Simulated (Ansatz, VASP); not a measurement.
# One calculation of Sn, two programs

File INCAR:

```
  ALGO = Fast
  EDIFF = 1E-6
  ENCUT = 520
  GGA = PS
  ISIF = 2
  ISMEAR = 0
  LASPH = True
  LCHARG = True
  LELF = True
  LREAL = False
  LVHAR = True
  LWAVE = False
  NBANDS = 21
  NELM = 60
  PREC = Accurate
  SIGMA = 0.15
```

File KPOINTS:

```
k-points
0
Gamma
  22 22 22
```

File POSCAR:

```
Sn
1.0
   -2.9099000275      2.9099000275      1.5869856508
    2.9099000275     -2.9099000275      1.5869856508
    2.9099000275      2.9099000275     -1.5869856508
Sn
2
Direct
    0.7358221780      0.2358221780      0.5000000000
    0.0141778220      0.0141778220      0.0000000000
```

Input for Ansatz:

```yaml
crystal:
  lattice:
    - [-2.9099000275, 2.9099000275, 1.5869856508]
    - [2.9099000275, -2.9099000275, 1.5869856508]
    - [2.9099000275, 2.9099000275, -1.5869856508]
  atoms:
    - { symbol: Sn, position: [0.735822178, 0.235822178, 0.5] }
    - { symbol: Sn, position: [0.014177822, 0.014177822, 0.0] }
basis:
  ecutwfc: 420
kpoints:
  mp_grid: { grid: [22, 22, 22] }
hamiltonian:
  xc: pbesol
scf:
  occupations: { method: gaussian, width: 0.15 }
output:
  forces: true
  stress: true
  eigenvalues: true
```

Change from the starting cell: mode 4 (45.2 1/cm) frozen in, largest displacement +0.045 Å.

Alike in both runs: task single point; functional PBEsol; k mesh 22 × 22 × 22; occupations gaussian, width 0.15 eV; no spin polarisation.

|  | VASP | Ansatz |
| --- | --- | --- |
| version | VASP 6.6.1 | Ansatz 0.2.0 |
| potentials or method | VASP PAW PBE potentials, release 64 (Sn_d), cutoff 520 eV | scalar-relativistic, plane waves, PAW |
| valence electrons in the cell | 28 | 28 |

```csv
,VASP,Ansatz,Ansatz less VASP
gap on the k mesh at the Fermi level (eV),none,none,-
pressure (GPa),0.0,0.0,+0.03
"traceless stress, the component that is largest in VASP (GPa)",1.04,1.03,-0.005
rms of the force components (eV/Å),0.023,0.023,0.0000
```

VASP's potentials were made for PBE, not for PBEsol. Atom by atom the forces differ by 0.000 eV/Å (rms over components). A gap of «none» marks a metal or a gap that the smearing closes.
